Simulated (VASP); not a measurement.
# NaI (Fm-3m) in VASP: notebook

Runs on NaI. Level: PBEsol. Tasks: single point, relaxation of cell and atoms.

Program: VASP 6.6.1. These are calculated values, not measurements. Logs are shortened: lines on timing, memory, paths and dates and some standing lists are left out, and cuts for length are marked.

### Step 1. The cell of the first run

The structure is cubic, space group Fm-3m (No. 225). Conventional cell: a = 6.401 Å, b = 6.401 Å, c = 6.401 Å, α = 90.00°, β = 90.00°, γ = 90.00°. Within 4.2 Å of Na (site symmetry m-3m) lie 6 I at 3.20 Å. I (site symmetry m-3m) has 6 Na at 3.20 Å within 4.2 Å.

### Step 2. Single point, PBEsol

File INCAR:

```
ALGO = Normal
EDIFF = 1E-6
ENCUT = 520
GGA = PS
ISIF = 2
ISMEAR = 0
LASPH = T
LCHARG = F
LREAL = F
LWAVE = F
NBANDS = 14
NELM = 100
PREC = Accurate
SIGMA = 0.02
```

File KPOINTS:

```
k-points
0
Gamma
  6 6 6
```

File POSCAR:

```
NaI
1.0
    0.0000000000      3.2004113923      3.2004113923
    3.2004113923      0.0000000000      3.2004113923
    3.2004113923      3.2004113923      0.0000000000
Na I
1 1
Direct
    0.0000000000      0.0000000000      0.0000000000
    0.5000000000      0.5000000000      0.5000000000
```

Potentials or basis: VASP PAW PBE potentials, release 64 (Na_pv, I).

The run is started by

```bash
> cat potpaw_PBE.64/Na_pv/POTCAR potpaw_PBE.64/I/POTCAR > POTCAR
> mpirun -np 1 vasp_std > vasp.out
```

OUTCAR:

```text
EDIFF = 1E-6
   ENCUT = 520
   GGA = PS
   ISIF = 2
   ISMEAR = 0
   LASPH = T
   LREAL = F
   NELM = 100
   PREC = Accurate

 ion  position               nearest neighbor table
   1  0.000  0.000  0.000-
   2  0.500  0.500  0.500-

  LATTYP: Found a face centered cubic cell.
 ALAT       =     6.4008227846

  Lattice vectors:

 A1 = (   0.0000000000,   3.2004113923,   3.2004113923)
 A2 = (   3.2004113923,   0.0000000000,   3.2004113923)
 A3 = (   3.2004113923,   3.2004113923,   0.0000000000)

Analysis of symmetry for initial positions (statically):
=====================================================================
 Subroutine PRICEL returns:
 Original cell was already a primitive cell.

 Routine SETGRP: Setting up the symmetry group for a
 face centered cubic supercell.

 Subroutine GETGRP returns: Found 48 space group operations
 (whereof 48 operations were pure point group operations)
 out of a pool of 48 trial point group operations.

The static configuration has the point symmetry O_h .

Analysis of symmetry for dynamics (positions and initial velocities):
=====================================================================
 Subroutine PRICEL returns:
 Original cell was already a primitive cell.

 Routine SETGRP: Setting up the symmetry group for a
 face centered cubic supercell.

 Subroutine GETGRP returns: Found 48 space group operations
 (whereof 48 operations were pure point group operations)
 out of a pool of 48 trial point group operations.

The dynamic configuration has the point symmetry O_h .

 Subroutine INISYM returns: Found 48 space group operations
 (whereof 48 operations are pure point group operations),
 and found     1 'primitive' translations

----------------------------------------------------------------------------------------

                                     Primitive cell

  volume of cell :      65.5613

  direct lattice vectors                    reciprocal lattice vectors
     0.000000000  3.200411392  3.200411392    -0.156229915  0.156229915  0.156229915
     3.200411392  0.000000000  3.200411392     0.156229915 -0.156229915  0.156229915
     3.200411392  3.200411392  0.000000000     0.156229915  0.156229915 -0.156229915

  length of vectors
     4.526065196  4.526065196  4.526065196     0.270598151  0.270598151  0.270598151

  position of ions in fractional coordinates (direct lattice)
     0.000000000  0.000000000  0.000000000
     0.500000000  0.500000000  0.500000000

  ion indices of the primitive-cell ions
   primitive index   ion index
                 1           1
                 2           2

----------------------------------------------------------------------------------------

 KPOINTS: k-points

Automatic generation of k-mesh.
 Grid dimensions read from file:
 generate k-points for:    6    6    6

 Generating k-lattice:

  Cartesian coordinates                     Fractional coordinates (reciprocal lattice)
    -0.026038319  0.026038319  0.026038319     0.166666667  0.000000000  0.000000000
     0.026038319 -0.026038319  0.026038319     0.000000000  0.166666667  0.000000000
     0.026038319  0.026038319 -0.026038319     0.000000000  0.000000000  0.166666667

  Length of vectors
     0.045099692  0.045099692  0.045099692

  Shift w.r.t. Gamma in fractional coordinates (k-lattice)
     0.000000000  0.000000000  0.000000000

 Subroutine IBZKPT returns following result:
 ===========================================

 Found     16 irreducible k-points:

 Following reciprocal coordinates:
            Coordinates               Weight
  0.000000  0.000000  0.000000      1.000000
  0.166667  0.000000  0.000000      8.000000
  0.333333  0.000000  0.000000      8.000000
  0.500000  0.000000  0.000000      4.000000
  0.166667  0.166667  0.000000      6.000000
  0.333333  0.166667  0.000000     24.000000
[... 8 lines left out ...]
 -0.333333  0.333333  0.166667     24.000000
 -0.333333  0.500000  0.166667     12.000000
   k-points           NKPTS =     16   k-points in BZ     NKDIM =     16   number of bands    NBANDS=     14
   number of dos      NEDOS =    301   number of ions     NIONS =      2
   total plane-waves  NPLWV =  46656
   dimension x,y,z NGX =    36 NGY =   36 NGZ =   36
   dimension x,y,z NGXF=    72 NGYF=   72 NGZF=   72
   ions per type =               1   1
   NGX,Y,Z   is equivalent  to a cutoff of  13.22, 13.22, 13.22 a.u.
   NGXF,Y,Z  is equivalent  to a cutoff of  26.45, 26.45, 26.45 a.u.
 SYSTEM =  unknown system
   PREC   = accura    normal or accurate (medium, high low for compatibility)
   ISTART =      0    job   : 0-new  1-cont  2-samecut
   ICHARG =      2    charge: 1-file 2-atom 10-const
   ISPIN  =      1    spin polarized calculation?
   LNONCOLLINEAR =      F non collinear calculations
   LSORBIT =      F    spin-orbit coupling
   LASPH  =      T    aspherical Exc in radial PAW
   ENCUT  =  520.0 eV  38.22 Ry    6.18 a.u.   8.42  8.42  8.42*2*pi/ulx,y,z
   NELM   =    100;   NELMIN=  2; NELMDL= -5     # of ELM steps
   EDIFF  = 0.1E-05   stopping-criterion for ELM
   LREAL  =      F    real-space projection
   EDIFFG = 0.1E-04   stopping-criterion for IOM
   NSW    =      0    number of steps for IOM
   IBRION =     -1    ionic relax: 0-MD 1-quasi-New 2-CG
   NFREE  =      0    steps in history (QN), initial steepest desc. (CG)
   ISIF   =      2    stress and relaxation
   ISYM   =      2    0-nonsym 1-usesym 2-fastsym
   POTIM  = 0.5000    time-step for ionic-motion
   TEBEG  =    0.0;   TEEND  =   0.0 temperature during run
   PSTRESS=    0.0 pullay stress
   NELECT =      14.0000    total number of electrons
   NUPDOWN=      -1.0000    fix difference up-down
   EMIN   =  10.00;   EMAX   =-10.00  energy-range for DOS
   EFERMI =   0.00;   METHOD = LEGACY
   ISMEAR =     0;   SIGMA  =   0.02  broadening in eV -4-tet -1-fermi 0-gaus
   EFERMI_NEDOS =   21; number of points for ismear=-14 and -15
   IALGO  =     38    algorithm
   IMIX   =      4    mixing-type and parameters
     AMIX     =   0.40;   BMIX     =  1.00
     AMIX_MAG =   1.60;   BMIX_MAG =  1.00
  volume/ion in A,a.u.               =      32.78       221.21
  Fermi-wavevector in a.u.,A,eV,Ry     =   0.978517  1.849129 13.027517  0.957495
  Thomas-Fermi vector in A             =   2.109299
   LORBIT       =      0    0 simple, 1 ext, 2 COOP (PROOUT), +10 PAW based schemes
   GGA     = PS    functional components
   LHFCALC =     F    Hartree Fock is set to
   AEXX    =    0.0000 exact exchange contribution
   IVDW    =     0    specifies the selected vdW correction
   LEPSILON=     F    determine dielectric tensor
   LRPA    =     F    only Hartree local field effects (RPA)
 non-spin polarized calculation
 Gauss-broadening in eV      SIGMA  =   0.02
  energy-cutoff  :      520.00
  volume of cell :       65.56
 maximum number of plane-waves:      1807
 NGX is ok and might be reduce to    36
   NGX = 17   NGY = 17   NGZ = 17

 number of electron      13.9999999 magnetization

 Free energy of the ion-electron system (eV)
  ---------------------------------------------------
  ext. energy  EPLUGINS =         0.00000000
  ---------------------------------------------------
  free energy    TOTEN  =        -5.66966217 eV

  energy without entropy =       -5.66966217  energy(sigma->0) =       -5.66966217

 E-fermi :   1.0792     XC(G=0):  -7.9825

 val. band max:        0.9544960217   @ k =   0.0000   0.0000   0.0000
 cond. band min:       4.5473738477   @ k =   0.0000   0.0000   0.0000
 fundamental gap:      3.5928778260
 Fermi energy:         1.0792269589

 k-point     1 :       0.0000    0.0000    0.0000
  band No.  band energies     occupation
      1     -21.2548      2.00000
      2     -21.2548      2.00000
      3     -21.2548      2.00000
      4     -10.1919      2.00000
      5       0.9545      2.00000
      6       0.9545      2.00000
      7       0.9545      2.00000
      8       4.5474      0.00000
      9       8.7988      0.00000
     10       8.7988      0.00000
     11       8.7988      0.00000
     12      10.7256      0.00000
     13      10.7256      0.00000
     14      11.2127      0.00000

 k-point     2 :       0.1667    0.0000    0.0000
  band No.  band energies     occupation
      1     -21.2564      2.00000
      2     -21.2549      2.00000
      3     -21.2549      2.00000
      4     -10.1099      2.00000
      5       0.1600      2.00000
      6       0.8720      2.00000
      7       0.8720      2.00000
      8       5.3880      0.00000
      9       8.3056      0.00000
     10       9.0078      0.00000
     11       9.0078      0.00000
     12      10.1968      0.00000
     13      10.1968      0.00000
     14      11.7754      0.00000

 k-point     3 :       0.3333    0.0000    0.0000
  band No.  band energies     occupation
      1     -21.2598      2.00000
      2     -21.2551      2.00000
      3     -21.2551      2.00000
      4      -9.9350      2.00000
      5      -0.9395      2.00000
      6       0.7188      2.00000
      7       0.7188      2.00000
      8       5.9549      0.00000
      9       8.6117      0.00000
     10       8.6117      0.00000
     11       9.0267      0.00000
     12      11.0862      0.00000
     13      11.2444      0.00000
     14      11.2444      0.00000

 k-point     4 :       0.5000    0.0000    0.0000
  band No.  band energies     occupation
      1     -21.2614      2.00000
      2     -21.2552      2.00000
      3     -21.2552      2.00000
      4      -9.8415      2.00000
      5      -1.3861      2.00000
      6       0.6473      2.00000
      7       0.6473      2.00000
      8       5.9074      0.00000
      9       8.3540      0.00000
     10       8.3540      0.00000
     11       9.8976      0.00000
     12      11.1813      0.00000
     13      13.3422      0.00000
     14      13.3422      0.00000

 k-point     5 :       0.1667    0.1667    0.0000
  band No.  band energies     occupation
      1     -21.2562      2.00000
      2     -21.2553      2.00000
      3     -21.2553      2.00000
      4     -10.0842      2.00000
      5       0.1654      2.00000
      6       0.7235      2.00000
      7       0.7235      2.00000
      8       5.7006      0.00000
      9       7.7408      0.00000
     10       8.9801      0.00000
     11       9.4531      0.00000
[... 140 lines left out ...]
 k-point    14 :       0.5000    0.3333    0.1667
  band No.  band energies     occupation
      1     -21.2592      2.00000
      2     -21.2570      2.00000
      3     -21.2558      2.00000
      4      -9.8300      2.00000
      5      -0.8564      2.00000
      6      -0.0391      2.00000
      7       0.4015      2.00000
      8       6.8981      0.00000
      9       7.5680      0.00000
     10       7.8999      0.00000
     11      10.0186      0.00000
     12      11.0826      0.00000
     13      13.1448      0.00000
     14      14.0196      0.00000

 k-point    15 :      -0.3333    0.3333    0.1667
  band No.  band energies     occupation
      1     -21.2595      2.00000
      2     -21.2575      2.00000
      3     -21.2562      2.00000
      4      -9.7711      2.00000
      5      -0.8971      2.00000
      6      -0.3170      2.00000
      7       0.2532      2.00000
      8       6.9883      0.00000
      9       7.5183      0.00000
     10       8.7941      0.00000
     11       9.4621      0.00000
     12      11.3977      0.00000
     13      12.8028      0.00000
     14      14.0280      0.00000

 k-point    16 :      -0.3333    0.5000    0.1667
  band No.  band energies     occupation
      1     -21.2590      2.00000
      2     -21.2576      2.00000
      3     -21.2570      2.00000
      4      -9.7494      2.00000
      5      -0.8495      2.00000
      6      -0.2429      2.00000
      7      -0.0048      2.00000
      8       6.3194      0.00000
      9       7.3182      0.00000
     10       9.5001      0.00000
     11       9.6026      0.00000
     12      12.6522      0.00000
     13      13.4856      0.00000
     14      13.7353      0.00000

------------------------ aborting loop because EDIFF is reached ----------------------------------------

  FORCE on cell =-STRESS in cart. coord.  units (eV):
  Direction    XX          YY          ZZ          XY          YZ          ZX
  --------------------------------------------------------------------------------------
  -------------------------------------------------------------------------------------
  Total        0.0250986      0.0250986      0.0250986      0.0000000     -0.0000000     -0.0000000
  in kB        0.6133563      0.6133563      0.6133563      0.0000000     -0.0000000     -0.0000000
  external PRESSURE =       0.6133563 kB  Pullay stress =       0.0000000 kB

 VOLUME and BASIS-vectors are now :
 -----------------------------------------------------------------------------
  energy-cutoff  :      520.00
  volume of cell :       65.56
      direct lattice vectors                 reciprocal lattice vectors
     0.000000000  3.200411392  3.200411392    -0.156229915  0.156229915  0.156229915
     3.200411392  0.000000000  3.200411392     0.156229915 -0.156229915  0.156229915
     3.200411392  3.200411392  0.000000000     0.156229915  0.156229915 -0.156229915

 POSITION                                       TOTAL-FORCE (eV/Angst)
 -----------------------------------------------------------------------------------
      0.00000      0.00000      0.00000         0.000000      0.000000     -0.000000
      3.20041      3.20041      3.20041        -0.000000     -0.000000      0.000000
 -----------------------------------------------------------------------------------
    total drift:                                0.000000      0.000000      0.000000

  FREE ENERGIE OF THE ION-ELECTRON SYSTEM (eV)
  ---------------------------------------------------
  free  energy   TOTEN  =        -5.6696621709 eV

  energy  without entropy=       -5.6696621709  energy(sigma->0) =       -5.66966217
```

It took 8.2 s on 1 thread of Intel Xeon Platinum 8559C (Emerald Rapids), shared host; peak memory 0.2 GiB.

What came out:

| Quantity | Value |
| --- | --- |
| Free energy | -5.6697 eV |
| Pressure | 0.1 GPa |
| Band gap on the k mesh | 3.59 eV, direct |

Caveat: the PAW data sets were made with another functional, which shifts forces and pressure a little; spin-orbit coupling is left out, which moves the levels of the heavy elements.

### Step 3. Relaxation of cell and atoms, PBEsol

This run uses another cell than the first one, of 33.90 Å³/atom, 1.034 times its volume.

File INCAR:

```
PREC = Accurate
ENCUT = 600
EDIFF = 1E-7
ISMEAR = 0
SIGMA = 0.02
LREAL = False
LASPH = True
NELM = 100
ALGO = Normal
ISIF = 3
LWAVE = False
LCHARG = False
GGA = PS
IBRION = 2
NSW = 100
EDIFFG = -0.005
```

File KPOINTS:

```
Automatic mesh
0
Gamma
  6 6 6
```

File POSCAR:

```
NaI
1.0
    0.0000000000      3.2364000000      3.2364000000
    3.2364000000      0.0000000000      3.2364000000
    3.2364000000      3.2364000000      0.0000000000
Na I
1 1
Direct
    0.0000000000      0.0000000000      0.0000000000
    0.5000000000      0.5000000000      0.5000000000
```

Potentials or basis: VASP PAW PBE potentials, release 64 (Na_pv, I).

The run is started by

```bash
> cat potpaw_PBE.64/Na_pv/POTCAR potpaw_PBE.64/I/POTCAR > POTCAR
> mpirun -np 1 vasp_std > vasp.out
```

OUTCAR:

```text
PREC = Accurate
   ENCUT = 600
   EDIFF = 1E-7
   ISMEAR = 0
   LREAL = False
   LASPH = True
   NELM = 100
   ISIF = 3
   GGA = PS
   IBRION = 2
   NSW = 100
   EDIFFG = -0.005

 ion  position               nearest neighbor table
   1  0.000  0.000  0.000-
   2  0.500  0.500  0.500-

  LATTYP: Found a face centered cubic cell.
 ALAT       =     6.4728000000

  Lattice vectors:

 A1 = (   0.0000000000,   3.2364000000,   3.2364000000)
 A2 = (   3.2364000000,   0.0000000000,   3.2364000000)
 A3 = (   3.2364000000,   3.2364000000,   0.0000000000)

Analysis of symmetry for initial positions (statically):
=====================================================================
 Subroutine PRICEL returns:
 Original cell was already a primitive cell.

 Routine SETGRP: Setting up the symmetry group for a
 face centered cubic supercell.

 Subroutine GETGRP returns: Found 48 space group operations
 (whereof 48 operations were pure point group operations)
 out of a pool of 48 trial point group operations.

The static configuration has the point symmetry O_h .
[... 142 lines left out ...]
   NGX = 19   NGY = 19   NGZ = 19

--------------------------------------- Ionic step        1  -------------------------------------------

 number of electron      13.9999994 magnetization

 Free energy of the ion-electron system (eV)
  ---------------------------------------------------
  ext. energy  EPLUGINS =         0.00000000
  ---------------------------------------------------
  free energy    TOTEN  =        -5.66677409 eV

  energy without entropy =       -5.66677409  energy(sigma->0) =       -5.66677409

------------------------ aborting loop because EDIFF is reached ----------------------------------------

  FORCE on cell =-STRESS in cart. coord.  units (eV):
  Direction    XX          YY          ZZ          XY          YZ          ZX
  --------------------------------------------------------------------------------------
  -------------------------------------------------------------------------------------
  Total       -0.2051348     -0.2051348     -0.2051348      0.0000000      0.0000000      0.0000000
  in kB       -4.8476733     -4.8476733     -4.8476733      0.0000000      0.0000000      0.0000000
  external PRESSURE =      -4.8476733 kB  Pullay stress =       0.0000000 kB
[... 59 lines left out ...]
--------------------------------------- Ionic step        3  -------------------------------------------

 number of electron      14.0000002 magnetization

 Free energy of the ion-electron system (eV)
  ---------------------------------------------------
  ext. energy  EPLUGINS =         0.00000000
  ---------------------------------------------------
  free energy    TOTEN  =        -5.66995981 eV

  energy without entropy =       -5.66995981  energy(sigma->0) =       -5.66995981

 E-fermi :   1.1001     XC(G=0):  -7.9748

 val. band max:        0.9415446106   @ k =   0.0000   0.0000   0.0000
 cond. band min:       4.5292748560   @ k =   0.0000   0.0000   0.0000
 fundamental gap:      3.5877302454
 Fermi energy:         1.1000619994

 k-point     1 :       0.0000    0.0000    0.0000
  band No.  band energies     occupation
      1     -21.2703      2.00000
      2     -21.2703      2.00000
      3     -21.2703      2.00000
      4     -10.1997      2.00000
      5       0.9415      2.00000
      6       0.9415      2.00000
      7       0.9415      2.00000
      8       4.5293      0.00000
      9       8.7858      0.00000
     10       8.7858      0.00000
     11       8.7858      0.00000
[... 237 lines left out ...]
  FREE ENERGIE OF THE ION-ELECTRON SYSTEM (eV)
  ---------------------------------------------------
  free  energy   TOTEN  =        -5.6699598052 eV

  energy  without entropy=       -5.6699598052  energy(sigma->0) =       -5.66995981

 reached required accuracy - stopping structural energy minimisation
```

CONTCAR:

```text
NaI
   1.00000000000000
     0.0000000000000000    3.2023738719501438    3.2023738719501438
     3.2023738719501438    0.0000000000000000    3.2023738719501438
     3.2023738719501438    3.2023738719501438   -0.0000000000000000
  Na              I
     1     1
Direct
     0.0000000000000000    0.0000000000000000    0.0000000000000000
     0.5000000000000000    0.5000000000000000    0.5000000000000000

  0.00000000E+00  0.00000000E+00  0.00000000E+00
  0.00000000E+00  0.00000000E+00  0.00000000E+00
```

It took 29 s on 1 thread of Intel Xeon Platinum 8559C (Emerald Rapids), shared host; peak memory 0.24 GiB.

Results:

| Item | Value |
| --- | --- |
| Free energy | -5.6700 eV |
| Relaxed volume | 32.84 Å³/atom |
| Relaxed cell | a = 4.529 Å, b = 4.529 Å, c = 4.529 Å, α = 60.00°, β = 60.00°, γ = 60.00° |
| Space group after relaxing (to 0.05 Å) | Fm-3m (No. 225) |
| Energy gained by relaxing | 1.6 meV/atom |
| Ionic steps | 3 |
| Pressure after relaxing | 0.0 GPa |
| Band gap on the k mesh | 3.59 eV, direct |

Step by step:
| step | energy change (eV) | largest force (eV/Å) | pressure (GPa) | volume (Å³) |
| --- | --- | --- | --- | --- |
| 1 | 0.0000 | 0.0000 | -0.48 | 67.80 |
| 2 | -0.0023 | 0.0000 | -0.26 | 66.80 |
| 3 | -0.0032 | 0.0000 | 0.02 | 65.68 |

Final structure:
```xyz
2
Lattice="0.0000 3.2024 3.2024 3.2024 0.0000 3.2024 3.2024 3.2024 0.0000" Properties=species:S:1:pos:R:3 pbc="T T T"
Na    0.0000    0.0000    0.0000
I     3.2024    3.2024    3.2024
```

Caveat: the PAW data sets were made with another functional, which shifts forces and pressure a little; spin-orbit coupling is left out, which moves the levels of the heavy elements. Expect the measured gap to be larger: semilocal functionals such as PBEsol lack the derivative discontinuity.
